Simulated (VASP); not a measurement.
Set up this calculation in VASP 6.6.1, as the native input.

- Task: single point
- Functional: r2SCAN
- Dispersion: D4
- Potentials or basis: VASP PAW PBE potentials, release 64 (Ga_d, N)
- Cutoff: 520 eV
- k mesh: 10 × 10 × 5
- Occupations: fermi-dirac, width 0.05 eV
- Spin: no spin polarisation
- Dipole correction: no
- Further INCAR settings: ALGO = Normal; EDIFF = 1e-07; NBANDS = 26

GaN:

```
CELL_PARAMETERS angstrom
3.11508 0.00000 0.00000
-1.55754 2.69774 0.00000
0.00000 0.00000 5.06054
ATOMIC_POSITIONS crystal
Ga 0.66667 0.33333 0.50000
Ga 0.33333 0.66667 0.00000
N 0.66667 0.33333 0.87500
N 0.33333 0.66667 0.37500
```

These files were run (other wordings do the same):

POSCAR

```
GaN
1.0
    3.1150838257      0.0000000000      0.0000000000
   -1.5575419129      2.6977417280      0.0000000000
    0.0000000000      0.0000000000      5.0605418376
Ga N
2 2
Direct
    0.6666666667      0.3333333333      0.5000000000
    0.3333333333      0.6666666667      0.0000000000
    0.6666666667      0.3333333333      0.8750000000
    0.3333333333      0.6666666667      0.3750000000
```

INCAR.step1

```
PREC = Accurate ; ENCUT = 520
ISMEAR = -1 ; SIGMA = 0.05
LREAL = False ; LASPH = True
NELM = 80 ; NBANDS = 26
GGA = PE ; ALGO = Normal
EDIFF = 1E-4 ; LWAVE = True
LCHARG = False
```

INCAR.step2

```
PREC = Accurate ; ENCUT = 520
EDIFF = 1E-7 ; ISMEAR = -1
SIGMA = 0.05 ; LREAL = False
LASPH = True ; NELM = 80
ALGO = Normal ; ISIF = 2
LWAVE = False ; LCHARG = False
METAGGA = R2SCAN ; LMIXTAU = True
IVDW = 13 ; VDW_S6 = 1.0
VDW_S8 = 0.6018749 ; VDW_A1 = 0.51559235
VDW_A2 = 5.77342911 ; NBANDS = 26
ISTART = 1
```

KPOINTS

```
regular mesh
0
Gamma
  10 10 5
```

Potentials or basis: VASP PAW PBE potentials, release 64 (Ga_d, N).

Run with:

```console
$ cat potpaw_PBE.64/Ga_d/POTCAR potpaw_PBE.64/N/POTCAR > POTCAR
$ cp INCAR.step1 INCAR
$ mpirun -np 1 vasp_std > vasp.out
$ cp INCAR.step2 INCAR
$ mpirun -np 1 vasp_std > vasp.out
```

It gave:

The pressure is 14.4 GPa. The largest force is 0.164 eV/Å, the band gap on the k mesh is 2.81 eV, direct and the dispersion energy per atom is -0.156 eV.

Caveat: the PAW data sets were made with another functional, which shifts forces and pressure a little.

It took 77 s on 1 thread of Intel(R) Xeon(R) 6975P-C (Granite Rapids), with other jobs on the host, peak memory 0.19 GiB.
